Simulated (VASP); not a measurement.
Set up this calculation in VASP 6.6.1, as the native input.

- Task: relaxation of cell and atoms
- Functional: PBEsol
- Potentials or basis: VASP PAW PBE potentials, release 64 (Ti_sv, O)
- Cutoff: 600 eV
- k mesh: 12 × 12 × 12
- Occupations: gaussian, width 0.1 eV
- Spin: no spin polarisation
- Dipole correction: no
- Further INCAR settings: ALGO = Normal; EDIFF = 1e-06; IBRION = 2; EDIFFG = -0.01; NSW = 80; ISIF = 3

The structure of TiO lies in POSCAR:

```
TiO
1.0
    4.9890877720      0.0000000000      0.0000000000
   -2.4945438860      4.3206767523      0.0000000000
    0.0000000000      0.0000000000      2.8733134400
Ti O
3 3
Direct
    0.6666666667      0.3333333333      0.5000000000
    0.3333333333      0.6666666667      0.5000000000
    0.0000000000      0.0000000000      0.0000000000
    0.6055592400      0.6055592400      0.0000000000
    0.3944407600      0.0000000000      0.0000000000
    0.0000000000      0.3944407600      0.0000000000
```

One way to write it, as run:

INCAR

```
SYSTEM = TiO
ALGO = Normal
EDIFF = 1E-6
EDIFFG = -0.01
ENCUT = 600
GGA = PS
IBRION = 2
ISIF = 3
ISMEAR = 0
LASPH = .TRUE.
LCHARG = .FALSE.
LREAL = .FALSE.
LWAVE = .FALSE.
NELM = 60
NSW = 80
PREC = Accurate
SIGMA = 0.1
```

KPOINTS

```
k-points
0
G
  12 12 12
  0 0 0
```

Potentials or basis: VASP PAW PBE potentials, release 64 (Ti_sv, O).

The run is started by

```bash
$ cat potpaw_PBE.64/Ti_sv/POTCAR potpaw_PBE.64/O/POTCAR > POTCAR
$ mpirun -np 1 vasp_std > vasp.out
```

Results of the run:

```json
{"Relaxed volume": "10.08 Å³/atom", "Relaxed cell": "a = 4.962 Å, b = 4.962 Å, c = 2.838 Å, α = 90.00°, β = 90.00°, γ = 120.00°", "Space group after relaxing (to 0.1 Å)": "P-62m (No. 189)", "Energy gained by relaxing": "4.2 meV/atom", "Ionic steps": "5", "Pressure after relaxing": "0.1 GPa", "Band gap on the k mesh": "zero (bands 27 and 28 overlap by 1.54 eV)"}
```

Caveat: the PAW data sets were made with another functional, which shifts forces and pressure a little; semilocal functionals often make such compounds metallic where correlation or magnetic order opens a gap, which also shifts bond lengths.

Wall time 11 min on 1 thread of AMD EPYC 9R45 96-Core Processor (Zen 5), on a shared host, peak memory 0.35 GiB.
